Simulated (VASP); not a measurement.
# LiSn2 (P6/mmm) in VASP: further runs

The runs below take LiSn2 through single point, relaxation of cell and atoms, with PBE.

Everything below comes from runs of VASP 6.6.1. Logs are shortened: lines on timing, memory, paths and dates and some standing lists are left out, and cuts for length are marked.

### 1 The cell of the first run

The structure is hexagonal, space group P6/mmm (No. 191). The conventional cell has a = 5.217 Å, b = 5.217 Å, c = 3.152 Å, α = 90.00°, β = 90.00°, γ = 120.00°. Within 4.1 Å of Li (site symmetry 6/mmm) lie 2 Li at 3.15 Å and 12 Sn at 3.40 Å. Within 4.0 Å of Sn (site symmetry -6m2) lie 5 Sn at 3.01 to 3.15 Å and 6 Li at 3.40 Å.

The cell was generated, and may not be a known phase.

### 2 Single point, PBE

File INCAR:

```
ALGO = Fast
EDIFF = 1E-6
ENCUT = 520
GGA = PE
ISIF = 2
ISMEAR = 0
LASPH = True
LCHARG = True
LELF = True
LREAL = False
LVHAR = True
LWAVE = False
NBANDS = 22
NELM = 80
PREC = Accurate
SIGMA = 0.1
```

File KPOINTS:

```
k-points
0
Gamma
  6 6 6
```

File POSCAR:

```
LiSn2
1.0
    5.2173642279      0.0000000000      0.0000000000
   -2.6086821139      4.5183699621      0.0000000000
    0.0000000000      0.0000000000      3.1517035040
Li Sn
1 2
Direct
    0.0000000000      0.0000000000      0.0000000000
    0.3333333333      0.6666666667      0.5000000000
    0.6666666667      0.3333333333      0.5000000000
```

Potentials or basis: VASP PAW PBE potentials, release 64 (Li_sv, Sn_d).

Command:

```sh
cat potpaw_PBE.64/Li_sv/POTCAR potpaw_PBE.64/Sn_d/POTCAR > POTCAR
mpirun -np 1 vasp_std > vasp.out
```

OUTCAR:

```text
EDIFF = 1E-6
   ENCUT = 520
   GGA = PE
   ISIF = 2
   ISMEAR = 0
   LASPH = True
   LREAL = False
   NELM = 80
   PREC = Accurate

 ion  position               nearest neighbor table
   1  0.000  0.000  0.000-
   2  0.333  0.667  0.500-   3 3.01   3 3.01   3 3.01
   3  0.667  0.333  0.500-   2 3.01   2 3.01   2 3.01

  LATTYP: Found a hexagonal cell.
 ALAT       =     5.2173642279
 C/A-ratio  =     0.6040796399

  Lattice vectors:

 A1 = (   5.2173642279,   0.0000000000,   0.0000000000)
 A2 = (  -2.6086821139,   4.5183699621,   0.0000000000)
 A3 = (   0.0000000000,   0.0000000000,   3.1517035040)

Analysis of symmetry for initial positions (statically):
=====================================================================
 Subroutine PRICEL returns:
 Original cell was already a primitive cell.

 Routine SETGRP: Setting up the symmetry group for a
 hexagonal supercell.

 Subroutine GETGRP returns: Found 24 space group operations
 (whereof 24 operations were pure point group operations)
 out of a pool of 24 trial point group operations.

The static configuration has the point symmetry D_6h.

Analysis of symmetry for dynamics (positions and initial velocities):
=====================================================================
 Subroutine PRICEL returns:
 Original cell was already a primitive cell.

 Routine SETGRP: Setting up the symmetry group for a
 hexagonal supercell.

 Subroutine GETGRP returns: Found 24 space group operations
 (whereof 24 operations were pure point group operations)
 out of a pool of 24 trial point group operations.

The dynamic configuration has the point symmetry D_6h.

 Subroutine INISYM returns: Found 24 space group operations
 (whereof 24 operations are pure point group operations),
 and found     1 'primitive' translations

----------------------------------------------------------------------------------------

                                     Primitive cell

  volume of cell :      74.2982

  direct lattice vectors                    reciprocal lattice vectors
     5.217364228  0.000000000  0.000000000     0.191667661  0.110659376  0.000000000
    -2.608682114  4.518369962  0.000000000     0.000000000  0.221318752  0.000000000
     0.000000000  0.000000000  3.151703504     0.000000000  0.000000000  0.317288729

  length of vectors
     5.217364228  5.217364228  3.151703504     0.221318752  0.221318752  0.317288729

  position of ions in fractional coordinates (direct lattice)
     0.000000000  0.000000000  0.000000000
     0.333333333  0.666666667  0.500000000
     0.666666667  0.333333333  0.500000000

  ion indices of the primitive-cell ions
   primitive index   ion index
                 1           1
                 2           2
                 3           3

----------------------------------------------------------------------------------------

 KPOINTS: k-points

Automatic generation of k-mesh.
 Grid dimensions read from file:
 generate k-points for:    6    6    6

 Generating k-lattice:

  Cartesian coordinates                     Fractional coordinates (reciprocal lattice)
     0.031944610  0.018443229  0.000000000     0.166666667 -0.000000000  0.000000000
     0.000000000  0.036886459  0.000000000     0.000000000  0.166666667  0.000000000
     0.000000000  0.000000000  0.052881455     0.000000000  0.000000000  0.166666667

  Length of vectors
     0.036886459  0.036886459  0.052881455

  Shift w.r.t. Gamma in fractional coordinates (k-lattice)
     0.000000000  0.000000000  0.000000000

 Subroutine IBZKPT returns following result:
 ===========================================

 Found     28 irreducible k-points:

 Following reciprocal coordinates:
            Coordinates               Weight
  0.000000  0.000000  0.000000      1.000000
  0.166667 -0.000000  0.000000      6.000000
  0.333333 -0.000000  0.000000      6.000000
  0.500000  0.000000  0.000000      3.000000
  0.166667  0.166667  0.000000      6.000000
  0.333333  0.166667  0.000000     12.000000
[... 16 lines left out ...]
[... 52 lines left out ...]
      1     -41.2635      2.00000
      2     -15.3588      2.00000
      3     -15.3518      2.00000
      4     -15.3281      2.00000
      5     -15.2110      2.00000
      6     -15.1644      2.00000
[... 14 lines left out ...]
     21      12.8123      0.00000
     22      13.2308      0.00000

 k-point     5 :       0.1667    0.1667    0.0000
  band No.  band energies     occupation
      1     -41.2635      2.00000
      2     -15.3715      2.00000
      3     -15.3166      2.00000
      4     -15.3153      2.00000
      5     -15.2029      2.00000
      6     -15.1627      2.00000
[... 14 lines left out ...]
     21      14.3600      0.00000
     22      14.8505      0.00000

 k-point     6 :       0.3333    0.1667    0.0000
  band No.  band energies     occupation
      1     -41.2635      2.00000
      2     -15.3637      2.00000
      3     -15.3450      2.00000
      4     -15.3334      2.00000
      5     -15.1939      2.00000
      6     -15.1658      2.00000
[... 14 lines left out ...]
     21      13.2562      0.00000
     22      13.3977      0.00000

 k-point     7 :       0.3333    0.3333    0.0000
  band No.  band energies     occupation
      1     -41.2635      2.00000
      2     -15.3632      2.00000
      3     -15.3461      2.00000
      4     -15.3461      2.00000
      5     -15.1677      2.00000
      6     -15.1582      2.00000
[... 324 lines left out ...]
      6     -15.2070      2.00000
[... 14 lines left out ...]
     21      12.0111      0.00000
     22      12.6143      0.00000

 k-point    21 :       0.3333    0.3333    0.3333
  band No.  band energies     occupation
      1     -41.2605      2.00000
      2     -15.3527      2.00000
      3     -15.2497      2.00000
      4     -15.2497      2.00000
      5     -15.2480      2.00000
      6     -15.1867      2.00000
[... 14 lines left out ...]
     21      13.3600      0.00000
     22      13.3623      0.00000

 k-point    22 :       0.0000    0.0000    0.5000
  band No.  band energies     occupation
      1     -41.2595      2.00000
      2     -15.2598      2.00000
      3     -15.2598      2.00000
      4     -15.2498      2.00000
      5     -15.2498      2.00000
      6     -15.1569      2.00000
[... 14 lines left out ...]
     21      10.3012      0.00000
     22      10.3012      0.00000

 k-point    23 :       0.1667   -0.0000    0.5000
  band No.  band energies     occupation
      1     -41.2595      2.00000
      2     -15.2717      2.00000
      3     -15.2649      2.00000
      4     -15.2624      2.00000
      5     -15.2552      2.00000
      6     -15.1666      2.00000
[... 14 lines left out ...]
     21       9.7118      0.00000
     22      11.0214      0.00000

 k-point    24 :       0.3333   -0.0000    0.5000
  band No.  band energies     occupation
      1     -41.2595      2.00000
      2     -15.3027      2.00000
      3     -15.2919      2.00000
      4     -15.2672      2.00000
      5     -15.2437      2.00000
      6     -15.1763      2.00000
[... 14 lines left out ...]
     21      11.2962      0.00000
     22      13.0537      0.00000

 [... further k-points ...]
[... 5 lines left out ...]
  --------------------------------------------------------------------------------------
  -------------------------------------------------------------------------------------
  Total       -0.0383354     -0.0383354      0.0002666     -0.0000000     -0.0000000      0.0000000
  in kB       -0.8266692     -0.8266692      0.0057494     -0.0000000     -0.0000000      0.0000000
  external PRESSURE =      -0.5491963 kB  Pullay stress =       0.0000000 kB

 VOLUME and BASIS-vectors are now :
 -----------------------------------------------------------------------------
  energy-cutoff  :      520.00
  volume of cell :       74.30
      direct lattice vectors                 reciprocal lattice vectors
     5.217364228  0.000000000  0.000000000     0.191667661  0.110659376  0.000000000
    -2.608682114  4.518369962  0.000000000     0.000000000  0.221318752  0.000000000
     0.000000000  0.000000000  3.151703504     0.000000000  0.000000000  0.317288729

 POSITION                                       TOTAL-FORCE (eV/Angst)
 -----------------------------------------------------------------------------------
      0.00000      0.00000      0.00000        -0.000000      0.000000      0.000000
     -0.00000      3.01225      1.57585        -0.000000      0.000000      0.000000
      2.60868      1.50612      1.57585         0.000000     -0.000000     -0.000000
 -----------------------------------------------------------------------------------
    total drift:                               -0.000000      0.000000      0.000000

  FREE ENERGIE OF THE ION-ELECTRON SYSTEM (eV)
  ---------------------------------------------------
  free  energy   TOTEN  =       -10.1336905514 eV

  energy  without entropy=      -10.1255771579  energy(sigma->0) =      -10.12963385
```

Run time: 68 s. Hardware: 1 thread of Intel Xeon Platinum 8259CL at 2.50GHz (Skylake/Cascade Lake), shared host; peak memory 0.2 GiB.

Results:

| Property | Result |
| --- | --- |
| Free energy | -10.1337 eV |
| Band gap on the k mesh | zero (an odd number of electrons rules out a gap without spin polarisation) |

Caveat: the cutoff is under 1.25 times the usual one of these potentials, so pressure, stress and relaxed cells hold a basis-set (Pulay) error; spin-orbit coupling is left out, which moves the levels of the heavy elements.

### 3 Relaxation of cell and atoms, PBE

This run uses another cell than the first one, of 20.11 Å³/atom.

File INCAR:

```
SYSTEM = LiSn2
ALGO = Normal
EDIFF = 1E-7
EDIFFG = -0.04
ENCUT = 600
GGA = PE
IBRION = 2
ISIF = 3
ISMEAR = 0
LASPH = .True.
LCHARG = .False.
LREAL = .False.
LWAVE = .False.
NELM = 80
NSW = 90
PREC = Accurate
SIGMA = 0.1
```

File KPOINTS:

```
k-points
0
Gamma
  6 6 4
  0 0 0
```

File POSCAR:

```
LiSn2
1.0
    3.9365228100      0.0000000000      0.0000000000
   -1.9682614000      3.4091287500      0.0000000000
    0.0000000000      0.0000000000      4.4954197200
Li Sn
1 2
Direct
    0.0000000000      0.0000000000      0.0000000000
    0.3333333300      0.6666666700      0.5000000000
    0.6666666700      0.3333333300      0.5000000000
```

Potentials or basis: VASP PAW PBE potentials, release 64 (Li_sv, Sn_d).

Command:

```sh
cat potpaw_PBE.64/Li_sv/POTCAR potpaw_PBE.64/Sn_d/POTCAR > POTCAR
mpirun -np 1 vasp_std > vasp.out
```

Run time: 4.7 min. Hardware: 1 thread of Intel Xeon Platinum 8259CL at 2.50GHz (Skylake/Cascade Lake), shared host; peak memory 0.21 GiB.

The run converged. Its results:

```yaml
Free_energy: -9.7991 eV
Relaxed_volume: 25.62 Å³/atom
Relaxed_cell: a = 5.060 Å, b = 5.060 Å, c = 3.467 Å, α = 90.00°, β = 90.00°, γ = 120.00°
Space_group_after_relaxing_to_0.1_Å: P6/mmm (No. 191)
Energy_gained_by_relaxing: 1884.7 meV/atom
Ionic_steps: 16
Pressure_after_relaxing: 0.1 GPa
Band_gap_on_the_k_mesh: zero (an odd number of electrons rules out a gap without spin polarisation)
```

Stress tensor (GPa, compression positive):
```
0.09 0.00 0.00
0.00 0.09 0.00
0.00 0.00 0.01
```

The path:
```csv
step,energy change (eV),largest force (eV/Å),pressure (GPa),volume (Å³)
1,0.0000,0.0000,54.48,60.33
2,-3.9214,0.0000,-6.20,135.36
3,-5.1316,0.0000,0.01,93.90
4,-5.1301,0.0000,-1.84,98.47
5,-5.1409,0.0000,-0.91,96.12
6,-5.1398,0.0000,-0.59,95.32
7,-5.1801,0.0000,-0.58,93.18
8,-5.3278,0.0000,-0.15,86.69
9,-5.6320,0.0000,2.07,73.45
10,-5.6321,0.0000,1.34,75.41
11,-5.6345,0.0000,1.71,74.50
12,-5.6232,0.0000,-0.68,76.98
13,-5.6505,0.0000,0.72,75.44
14,-5.6506,0.0000,0.53,75.62
15,-5.6507,0.0000,0.61,75.55
16,-5.6541,0.0000,0.07,76.87
```

Final structure:
```xyz
3
Lattice="5.0599 0.0000 0.0000 -2.5299 4.3820 0.0000 0.0000 0.0000 3.4669" Properties=species:S:1:pos:R:3 pbc="T T T"
Li    0.0000    0.0000    0.0000
Sn    0.0000    2.9213    1.7334
Sn    2.5299    1.4607    1.7334
```

Levels at points of the mesh, in eV from the Fermi level:
```
           k point  band 14  band 15  band 16  band 17  band 18  band 19
(0.00, 0.00, 0.00)    -2.07    -2.07     0.16     0.16     2.33     2.73
(0.50, 0.00, 0.00)    -3.37    -1.77     3.77     4.35     4.73     5.32
(0.00, 0.00, 0.50)    -1.87    -0.63    -0.63     0.87     2.57     2.57
(0.50, 0.00, 0.50)    -3.16    -1.76    -1.72    -0.24     2.72     3.17
```

Caveat: the cutoff is under 1.25 times the usual one of these potentials, so pressure, stress and relaxed cells hold a basis-set (Pulay) error; the volume moved by over 15 % at a fixed basis, so the end points are rough; spin-orbit coupling is left out, which moves the levels of the heavy elements.

### 4 Relaxation of cell and atoms, PBE

This run uses another cell than the first one, of 25.95 Å³/atom.

File INCAR:

```
SYSTEM = LiSn2
PREC = Accurate
ENCUT = 600
EDIFF = 1E-6
ISMEAR = 0
SIGMA = 0.1
LREAL = .FALSE.
LASPH = .TRUE.
NELM = 100
ALGO = Fast
ISIF = 3
LWAVE = .FALSE.
LCHARG = .FALSE.
GGA = PE
IBRION = 2
NSW = 90
EDIFFG = -0.04
```

File KPOINTS:

```
regular mesh
0
G
  6 6 6
  0 0 0
```

File POSCAR:

```
LiSn2
1.0
    5.0943664308      0.0000000000      0.0000000000
   -2.5471832154      4.4118507452      0.0000000000
    0.0000000000      0.0000000000      3.4636726089
Li Sn
1 2
Direct
    0.0000000000      0.0000000000      0.0000000000
    0.3333333333      0.6666666667      0.5000000000
    0.6666666667      0.3333333333      0.5000000000
```

Command:

```sh
cat potpaw_PBE.64/Li_sv/POTCAR potpaw_PBE.64/Sn_d/POTCAR > POTCAR
mpirun -np 1 vasp_std > vasp.out
```

It took 11 min on 1 thread of Intel Xeon Platinum 8259CL at 2.50GHz (Skylake/Cascade Lake), shared host; peak memory 0.25 GiB.

It converged, with:

```yaml
Free_energy: -10.1338 eV
Relaxed_volume: 24.78 Å³/atom
Relaxed_cell: a = 5.224 Å, b = 5.224 Å, c = 3.146 Å, α = 90.00°, β = 90.00°, γ = 120.00°
Space_group_after_relaxing_to_0.1_Å: P6/mmm (No. 191)
Energy_gained_by_relaxing: 73.6 meV/atom
Ionic_steps: 7
Pressure_after_relaxing: -0.1 GPa
Band_gap_on_the_k_mesh: zero (an odd number of electrons rules out a gap without spin polarisation)
```

Stress tensor (GPa, compression positive):
```
-0.23  0.00  0.00
 0.00 -0.23  0.00
 0.00  0.00  0.21
```

Step by step:
```tsv
step	energy change (eV)	largest force (eV/Å)	pressure (GPa)	volume (Å³)
1	0.0000	0.0000	0.02	77.85
2	-0.1825	0.0000	-1.21	77.75
3	-0.2002	0.0000	-1.37	77.67
4	-0.1981	0.0000	-1.60	77.46
5	-0.2050	0.0000	-1.49	77.60
6	-0.2207	0.0000	-0.23	74.66
7	-0.2209	0.0000	-0.08	74.34
```

Final structure:
```
Li Sn
1.0
     5.22390    0.00000    0.00000
    -2.61195    4.52403    0.00000
     0.00000    0.00000    3.14558
Li Sn
1 2
Direct
  0.00000 0.00000 0.00000
  0.33333 0.66667 0.50000
  0.66667 0.33333 0.50000
```

Levels at points of the mesh, in eV from the Fermi level:
```tsv
k point	band 13	band 14	band 15	band 16	band 17	band 18	band 19
(0.00, 0.00, 0.00)	-5.00	-2.48	-2.48	-0.41	-0.41	2.08	4.63
(0.50, 0.00, 0.00)	-7.99	-3.68	-2.35	3.17	3.77	5.15	5.95
(0.00, 0.00, 0.50)	-4.48	-1.74	-0.23	-0.23	-0.17	2.78	2.78
(0.50, 0.00, 0.50)	-5.25	-3.49	-2.23	-1.22	-0.07	2.74	3.10
```

Caveat: the cutoff is under 1.25 times the usual one of these potentials, so pressure, stress and relaxed cells hold a basis-set (Pulay) error; spin-orbit coupling is left out, which moves the levels of the heavy elements.

### 5 Single point, PBE

This run uses another cell than the first one, of 24.86 Å³/atom.

File INCAR:

```
SYSTEM = LiSn2
PREC     = Accurate       ! precision mode
ENCUT    = 520            ! plane-wave cutoff, eV
EDIFF    = 1E-6           ! SCF threshold, eV
ISMEAR   = 0              ! smearing method
SIGMA    = 0.1            ! smearing width, eV
LREAL    = .FALSE.        ! projectors in reciprocal space
LASPH    = .TRUE.         ! aspherical terms in the spheres
NELM     = 80             ! most SCF steps
ALGO     = Fast           ! electronic algorithm
ISIF     = 2              ! what is computed and relaxed
LWAVE    = .FALSE.        ! write WAVECAR
LCHARG   = .TRUE.         ! write CHGCAR
GGA      = PE             ! functional
LELF     = .TRUE.         ! ELF
LVHAR    = .TRUE.       
NBANDS   = 22             ! bands
```

File KPOINTS:

```
Automatic mesh
0
G
  12 12 14
  0 0 0
```

File POSCAR:

```
LiSn2
1.0
    5.2343085428      0.0000000000      0.0000000000
   -2.6171542714      4.5330441693      0.0000000000
    0.0000000000      0.0000000000      3.1432009988
Li Sn
1 2
Direct
    0.0000000000      0.0000000000      0.0000000000
    0.3333333333      0.6666666667      0.5000000000
    0.6666666667      0.3333333333      0.5000000000
```

Command:

```sh
cat potpaw_PBE.64/Li_sv/POTCAR potpaw_PBE.64/Sn_d/POTCAR > POTCAR
mpirun -np 1 vasp_std > vasp.out
```

It took 6.4 min on 1 thread of Intel Xeon Platinum 8259CL at 2.50GHz (Skylake/Cascade Lake), shared host; peak memory 0.34 GiB.

It converged, with:

| Property | Result |
| --- | --- |
| Free energy | -10.0867 eV |
| Band gap on the k mesh | zero (an odd number of electrons rules out a gap without spin polarisation) |

Levels at points of the mesh, in eV from the Fermi level:
```tsv
k point	band 12	band 13	band 14	band 15	band 16	band 17	band 18	band 19	band 20	band 21
(0.00, 0.00, 0.00)	-10.34	-4.98	-2.43	-2.43	-0.36	-0.36	2.07	4.72	8.39	9.50
(0.50, 0.00, 0.00)	-9.21	-7.94	-3.62	-2.30	3.17	3.79	4.46	5.09	6.03	6.60
(0.00, 0.00, 0.50)	-7.58	-4.42	-1.71	-0.17	-0.17	-0.15	2.83	2.83	2.98	4.14
(0.50, 0.00, 0.50)	-6.36	-5.18	-3.44	-2.19	-1.15	-0.01	2.80	3.11	5.68	6.20
```

Caveat: the cutoff is under 1.25 times the usual one of these potentials, so pressure, stress and relaxed cells hold a basis-set (Pulay) error; spin-orbit coupling is left out, which moves the levels of the heavy elements.

### 6 Summary

```csv
task,cell,k mesh,cutoff (eV),gap on the mesh (eV),pressure (GPa),relaxed volume (Å³/atom)
single point,"a = 5.217, b = 5.217, c = 3.152 Å, angles 90.0, 90.0, 120.0°, 3 atoms",6 × 6 × 6,520,none,-,-
relaxation of cell and atoms,"relaxed from a = 3.937, b = 3.937, c = 4.495 Å, angles 90.0, 90.0, 120.0°, 3 atoms",6 × 6 × 4,600,none,0.1,25.62
relaxation of cell and atoms,"relaxed from a = 5.094, b = 5.094, c = 3.464 Å, angles 90.0, 90.0, 120.0°, 3 atoms",6 × 6 × 6,600,none,-0.1,24.78
single point,"a = 5.234, b = 5.234, c = 3.143 Å, angles 90.0, 90.0, 120.0°, 3 atoms",12 × 12 × 14,520,none,-,-
```

Alike in all rows: level PBE; potentials or basis VASP PAW PBE potentials, release 64 (Li_sv, Sn_d); no spin polarisation; smearing gaussian 0.1 eV.

Caveats: the cutoff is under 1.25 times the usual one of these potentials, so pressure, stress and relaxed cells hold a basis-set (Pulay) error; spin-orbit coupling is left out, which moves the levels of the heavy elements; the volume moved by over 15 % at a fixed basis, so the end points are rough (at least some runs).

Total energies depend on the potentials used, so only differences within one code and one set of settings carry meaning.
